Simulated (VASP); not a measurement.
# InAg in VASP: single point with BLYP

Aim: the single point of InAg with BLYP.

Program: VASP 6.6.1. These are calculated values, not measurements. Logs are shortened: lines on timing, memory, paths and dates and some standing lists are left out, and cuts for length are marked.

## Step 1: The cell of the first run

The cell holds a disordered packing, 8 atoms: a = 7.640 Å, b = 4.925 Å, c = 5.898 Å, α = 92.04°, β = 106.65°, γ = 104.31°.

## Step 2: Single point, BLYP

The input, POSCAR:

```
InAg
1.0
    7.2489160000     -2.1036390000     -1.1834870000
    0.1592410000      4.9220060000      0.0829350000
   -0.9122310000     -0.2787540000      5.8206030000
In Ag
4 4
Direct
    0.8704490000      0.9222120000      0.2748610000
    0.3321870000      0.7690000000      0.6553320000
    0.3328210000      0.2544310000      0.3700090000
    0.7467670000      0.3816920000      0.4577190000
    0.0098430000      0.4708060000      0.1035980000
    0.5841380000      0.3423230000      0.9052730000
    0.1409850000      0.1989450000      0.7471650000
    0.7489160000      0.8946100000      0.7444020000
```

The input, INCAR.step1:

```
SYSTEM = InAg
PREC     = Accurate       ! precision mode
ENCUT    = 520            ! plane-wave cutoff, eV
EDIFF    = 1E-7           ! SCF threshold, eV
ISMEAR   = -1             ! smearing method
SIGMA    = 0.0644         ! smearing width, eV
LREAL    = .FALSE.        ! projectors in reciprocal space
LASPH    = .TRUE.         ! aspherical terms in the spheres
NELM     = 100            ! most SCF steps
ALGO     = Normal         ! electronic algorithm
ISIF     = 2              ! what is computed and relaxed
LWAVE    = .FALSE.        ! write WAVECAR
LCHARG   = .TRUE.         ! write CHGCAR
LMAXMIX  = 4              ! l up to which the mixer works
GGA      = B5             ! functional
ALDAX    = 1.0          
AGGAX    = 1.0          
AGGAC    = 1.0          
ALDAC    = 0.0          
NBANDS   = 58             ! bands
```

The input, KPOINTS.step1:

```
Automatic mesh
0
Gamma
  3 4 3
  0.5 0.5 0.5
```

The input, INCAR.step2:

```
SYSTEM = InAg
PREC     = Accurate       ! precision mode
ENCUT    = 520            ! plane-wave cutoff, eV
EDIFF    = 1E-7           ! SCF threshold, eV
ISMEAR   = -5             ! smearing method
SIGMA    = 0.0644         ! smearing width, eV
LREAL    = .FALSE.        ! projectors in reciprocal space
LASPH    = .TRUE.         ! aspherical terms in the spheres
NELM     = 100            ! most SCF steps
ALGO     = Normal         ! electronic algorithm
ISIF     = 2              ! what is computed and relaxed
LWAVE    = .FALSE.        ! write WAVECAR
LCHARG   = .FALSE.        ! write CHGCAR
LMAXMIX  = 4              ! l up to which the mixer works
GGA      = B5             ! functional
ALDAX    = 1.0          
AGGAX    = 1.0          
AGGAC    = 1.0          
ALDAC    = 0.0          
LORBIT   = 11             ! projections on sites
NBANDS   = 58             ! bands
NEDOS    = 2001           ! points of the DOS
ICHARG   = 11             ! starting density
```

The input, KPOINTS.step2:

```
Automatic mesh
0
G
  5 6 5
  0 0 0
```

Potentials or basis: VASP PAW PBE potentials, release 64 (In_d, Ag).

On the command line:

```sh
> cat potpaw_PBE.64/In_d/POTCAR potpaw_PBE.64/Ag/POTCAR > POTCAR
> cp INCAR.step1 INCAR
> cp KPOINTS.step1 KPOINTS
> mpirun -np 1 vasp_std > vasp.out
> cp INCAR.step2 INCAR
> cp KPOINTS.step2 KPOINTS
> mpirun -np 1 vasp_std > vasp.out
```

OUTCAR:

```text
SYSTEM = InAg
   PREC = Accurate
   ENCUT = 520
   EDIFF = 1E-7
   ISMEAR = -5
   LREAL = .FALSE.
   LASPH = .TRUE.
   NELM = 100
   ISIF = 2
   GGA = B5
   LORBIT = 11
   ICHARG = 11

 ion  position               nearest neighbor table
   1  0.870  0.922  0.275-   4 2.94   4 2.95   5 2.95   5 2.97   8 2.99   7 2.99   8 3.16   3 3.38
                             6 3.38   6 3.69   2 3.87
   2  0.332  0.769  0.655-   7 2.97   3 2.97   8 2.97   7 2.97   3 2.99   6 3.04   6 3.30   5 3.48
                             1 3.87
   3  0.333  0.254  0.370-   4 2.95   2 2.97   7 2.98   5 2.98   2 2.99   6 3.14   1 3.38   7 3.52
                             6 3.75
   4  0.747  0.382  0.458-   1 2.94   1 2.95   3 2.95   8 2.98   8 2.98   6 3.12   6 3.22   5 3.26
                             7 3.36   5 3.72
   5  0.010  0.471  0.104-   1 2.95   1 2.97   7 2.98   3 2.98   6 3.02   4 3.26   8 3.30   2 3.48
                             8 3.57   4 3.72
   6  0.584  0.342  0.905-   8 3.01   5 3.02   2 3.04   8 3.04   4 3.12   7 3.13   3 3.14   4 3.22
                             2 3.30   1 3.38   1 3.69   3 3.75
   7  0.141  0.199  0.747-   2 2.97   2 2.97   3 2.98   5 2.98   1 2.99   8 3.00   6 3.13   4 3.36
                             3 3.52
   8  0.749  0.895  0.744-   2 2.97   4 2.98   4 2.98   1 2.99   7 3.00   6 3.01   6 3.04   1 3.16
                             5 3.30   5 3.57

  LATTYP: Found a triclinic cell.
 ALAT       =     4.9252795834
 B/A-ratio  =     1.5325857578
 C/A-ratio  =     1.6247198558
 COS(alpha) =     0.0167368225
 COS(beta)  =     0.3795803610
 COS(gamma) =     0.6246648135

  Lattice vectors:

 A1 = (   0.1592410000,   4.9220060000,   0.0829350000)
 A2 = (  -0.7529900000,   4.6432520000,   5.9035380000)
 A3 = (   7.4081570000,   2.8183670000,  -1.1005520000)

Analysis of symmetry for initial positions (statically):
=====================================================================
 Subroutine PRICEL returns:
 Original cell was already a primitive cell.

 Routine SETGRP: Setting up the symmetry group for a
 triclinic supercell.

 Subroutine GETGRP returns: Found  1 space group operations
 (whereof  1 operations were pure point group operations)
 out of a pool of  2 trial point group operations.

The static configuration has the point symmetry C_1 .

Analysis of symmetry for dynamics (positions and initial velocities):
=====================================================================
 Subroutine PRICEL returns:
 Original cell was already a primitive cell.

 Routine SETGRP: Setting up the symmetry group for a
 triclinic supercell.

 Subroutine GETGRP returns: Found  1 space group operations
 (whereof  1 operations were pure point group operations)
 out of a pool of  2 trial point group operations.

The dynamic configuration has the point symmetry C_1 .

 Subroutine INISYM returns: Found  1 space group operations
 (whereof  1 operations are pure point group operations),
 and found     1 'primitive' translations

----------------------------------------------------------------------------------------

                                     Primitive cell

  volume of cell :     204.6897

  direct lattice vectors                    reciprocal lattice vectors
     7.248916000 -2.103639000 -1.183487000     0.140076209 -0.004897825  0.021718810
     0.159241000  4.922006000  0.082935000     0.061431266  0.200857409  0.019247028
    -0.912231000 -0.278754000  5.820603000     0.027606001 -0.003857783  0.175945289

  length of vectors
     7.640204297  4.925279583  5.898244525     0.141834551  0.210921661  0.178139604

  position of ions in fractional coordinates (direct lattice)
     0.870449000  0.922212000  0.274861000
     0.332187000  0.769000000  0.655332000
     0.332821000  0.254431000  0.370009000
     0.746767000  0.381692000  0.457719000
     0.009843000  0.470806000  0.103598000
     0.584138000  0.342323000  0.905273000
     0.140985000  0.198945000  0.747165000
     0.748916000  0.894610000  0.744402000

  ion indices of the primitive-cell ions
   primitive index   ion index
                 1           1
                 2           2
                 3           3
                 4           4
                 5           5
                 6           6
                 7           7
                 8           8

----------------------------------------------------------------------------------------

 KPOINTS: Automatic mesh

Automatic generation of k-mesh.
 Grid dimensions read from file:
 generate k-points for:    5    6    5

 Generating k-lattice:

  Cartesian coordinates                     Fractional coordinates (reciprocal lattice)
     0.028015242 -0.000979565  0.004343762     0.200000000 -0.000000000  0.000000000
     0.010238544  0.033476235  0.003207838     0.000000000  0.166666667  0.000000000
     0.005521200 -0.000771557  0.035189058     0.000000000  0.000000000  0.200000000

  Length of vectors
     0.028366910  0.035153610  0.035627921

  Shift w.r.t. Gamma in fractional coordinates (k-lattice)
     0.000000000  0.000000000  0.000000000

 TETIRR: Found    448 inequivalent tetrahedra from      900

 Subroutine IBZKPT returns following result:
 ===========================================

 Found     76 irreducible k-points:

 Following reciprocal coordinates:
            Coordinates               Weight
  0.000000  0.000000  0.000000      1.000000
  0.200000  0.000000 -0.000000      2.000000
  0.400000  0.000000 -0.000000      2.000000
 -0.000000  0.166667 -0.000000      2.000000
  0.200000  0.166667  0.000000      2.000000
  0.400000  0.166667 -0.000000      2.000000
[... 16 lines left out ...]
  0.200000  0.166667  0.200000      2.000000
  0.400000  0.166667  0.200000      2.000000
 [... further k-points ...]
   k-points           NKPTS =     76   k-points in BZ     NKDIM =     76   number of bands    NBANDS=     58
   number of dos      NEDOS =   2001   number of ions     NIONS =      8
   total plane-waves  NPLWV = 115200
   dimension x,y,z NGX =    60 NGY =   40 NGZ =   48
   dimension x,y,z NGXF=   120 NGYF=   80 NGZF=   96
   ions per type =               4   4
   NGX,Y,Z   is equivalent  to a cutoff of  13.06, 13.50, 13.53 a.u.
   NGXF,Y,Z  is equivalent  to a cutoff of  26.11, 27.00, 27.06 a.u.
 SYSTEM =  InAg
   PREC   = accura    normal or accurate (medium, high low for compatibility)
   ISTART =      0    job   : 0-new  1-cont  2-samecut
   ICHARG =     11    charge: 1-file 2-atom 10-const
   ISPIN  =      1    spin polarized calculation?
   LNONCOLLINEAR =      F non collinear calculations
   LSORBIT =      F    spin-orbit coupling
   LASPH  =      T    aspherical Exc in radial PAW
   ENCUT  =  520.0 eV  38.22 Ry    6.18 a.u.  14.21  9.16 10.97*2*pi/ulx,y,z
   NELM   =    100;   NELMIN=  2; NELMDL=  0     # of ELM steps
   EDIFF  = 0.1E-06   stopping-criterion for ELM
   LREAL  =      F    real-space projection
   EDIFFG = 0.1E-05   stopping-criterion for IOM
   NSW    =      0    number of steps for IOM
   IBRION =     -1    ionic relax: 0-MD 1-quasi-New 2-CG
   NFREE  =      0    steps in history (QN), initial steepest desc. (CG)
   ISIF   =      2    stress and relaxation
   ISYM   =      2    0-nonsym 1-usesym 2-fastsym
   POTIM  = 0.5000    time-step for ionic-motion
   TEBEG  =    0.0;   TEEND  =   0.0 temperature during run
   PSTRESS=    0.0 pullay stress
   NELECT =      96.0000    total number of electrons
   NUPDOWN=      -1.0000    fix difference up-down
   EMIN   =  10.00;   EMAX   =-10.00  energy-range for DOS
   EFERMI =   0.00;   METHOD = LEGACY
   ISMEAR =    -5;   SIGMA  =   0.06  broadening in eV -4-tet -1-fermi 0-gaus
   EFERMI_NEDOS =   21; number of points for ismear=-14 and -15
   IALGO  =     38    algorithm
   IMIX   =      4    mixing-type and parameters
     AMIX     =   0.40;   BMIX     =  1.00
     AMIX_MAG =   1.60;   BMIX_MAG =  1.00
  volume/ion in A,a.u.               =      25.59       172.66
  Fermi-wavevector in a.u.,A,eV,Ry     =   1.271940  2.403618 22.011925  1.617831
  Thomas-Fermi vector in A             =   2.404845
   LORBIT       =     11    0 simple, 1 ext, 2 COOP (PROOUT), +10 PAW based schemes
   GGA     = B5    functional components
   LHFCALC =     F    Hartree Fock is set to
   AEXX    =    0.0000 exact exchange contribution
   IVDW    =     0    specifies the selected vdW correction
   LEPSILON=     F    determine dielectric tensor
   LRPA    =     F    only Hartree local field effects (RPA)
 non-spin polarized calculation
 Fermi weights with tetrahedron method with Bloechl corrections
  energy-cutoff  :      520.00
  volume of cell :      204.69
 maximum number of plane-waves:      5533
 NGX is ok and might be reduce to    60

 number of electron      95.9999999 magnetization

 Free energy of the ion-electron system (eV)
  ---------------------------------------------------
  ext. energy  EPLUGINS =         0.00000000
  ---------------------------------------------------
  free energy    TOTEN  =       -14.97249322 eV

  energy without entropy =      -14.97249322  energy(sigma->0) =      -14.97249322

 E-fermi :   6.4899     XC(G=0):  -9.4714

 val. band max:        6.6150219083   @ k =  -0.2000  -0.0000   0.4000
 cond. band min:       6.2151665115   @ k =  -0.0000   0.1667  -0.0000
 fundamental gap:     -0.3998553968
 Fermi energy:         6.4898848674

 k-point     1 :       0.0000    0.0000    0.0000
  band No.  band energies     occupation
      1      -8.3790      2.00000
      2      -8.3709      2.00000
      3      -8.3025      2.00000
      4      -8.2827      2.00000
      5      -8.2324      2.00000
      6      -8.2237      2.00000
[... 50 lines left out ...]
     57      11.3223      0.00000
     58      11.7011      0.00000

 k-point     2 :       0.2000    0.0000   -0.0000
  band No.  band energies     occupation
      1      -8.3840      2.00000
      2      -8.3614      2.00000
      3      -8.3034      2.00000
      4      -8.2870      2.00000
      5      -8.2346      2.00000
      6      -8.2257      2.00000
[... 1337 lines left out ...]
      2      -8.3505      2.00000
      3      -8.3107      2.00000
      4      -8.2877      2.00000
      5      -8.2406      2.00000
      6      -8.2190      2.00000
[... 50 lines left out ...]
     57      10.6867      0.00000
     58      11.4309      0.00000

 [... further k-points ...]

------------------------ aborting loop because EDIFF is reached ----------------------------------------

  FORCE on cell =-STRESS in cart. coord.  units (eV):
  Direction    XX          YY          ZZ          XY          YZ          ZX
  --------------------------------------------------------------------------------------
  -------------------------------------------------------------------------------------
  Total        1.1308338      4.2914658      0.7394907      0.4149346      0.2492875     -1.1898495
  in kB        8.8514274     33.5907877      5.7882494      3.2478364      1.9512594     -9.3133638
  external PRESSURE =      16.0768215 kB  Pullay stress =       0.0000000 kB

 VOLUME and BASIS-vectors are now :
 -----------------------------------------------------------------------------
  energy-cutoff  :      520.00
  volume of cell :      204.69
      direct lattice vectors                 reciprocal lattice vectors
     7.248916000 -2.103639000 -1.183487000     0.140076209 -0.004897825  0.021718810
     0.159241000  4.922006000  0.082935000     0.061431266  0.200857409  0.019247028
    -0.912231000 -0.278754000  5.820603000     0.027606001 -0.003857783  0.175945289

 POSITION                                       TOTAL-FORCE (eV/Angst)
 -----------------------------------------------------------------------------------
      6.20593      2.63140      0.64618         0.158817     -0.132855     -0.416891
      1.93264      2.90354      3.48507        -0.174483     -0.129712      0.460599
      2.11557      0.44903      1.78089        -0.200470      0.122359     -0.963207
      5.05649      0.18017      1.81207        -0.043199     -0.014464      0.339496
      0.05182      2.26773      0.63040         0.089547      0.013658     -0.259536
      3.46306      0.20375      4.60631         0.053658      0.033648      0.117542
      0.37208      0.47435      4.19860        -0.043191      0.141864      0.529931
      4.89222      2.62032      3.52073         0.159319     -0.034498      0.192065
 -----------------------------------------------------------------------------------
    total drift:                               -0.017701     -0.007730     -0.001864

  FREE ENERGIE OF THE ION-ELECTRON SYSTEM (eV)
  ---------------------------------------------------
  free  energy   TOTEN  =       -14.9724932242 eV

  energy  without entropy=      -14.9724932242  energy(sigma->0) =      -14.97249322

 total charge

# of ion       s       p       d       tot
------------------------------------------
    1        0.962   0.579   9.858  11.398
    2        0.977   0.535   9.851  11.363
    3        1.005   0.541   9.855  11.402
    4        0.967   0.588   9.856  11.411
    5        0.403   0.193   9.198   9.793
    6        0.389   0.197   9.202   9.789
    7        0.425   0.207   9.187   9.819
    8        0.409   0.233   9.173   9.814
--------------------------------------------------
tot          5.536   3.073  76.180  84.789
```

Run time: 7.8 min. Hardware: 1 thread of Intel Xeon 6975P-C (Granite Rapids), shared host; peak memory 0.77 GiB.

What came out:

```
Valence electrons inside the program's atomic spheres : In 11.40, 11.36, 11.41 (each value once); Ag 9.79, 9.82, 9.81 (each value once)
```

Caveat: the k points lie up to 0.37 Å⁻¹ apart; the PAW data sets were made with another functional, which shifts forces and pressure a little; spin-orbit coupling is left out, which moves the levels of the heavy elements; tetrahedron occupations give inexact forces and stress in metals.
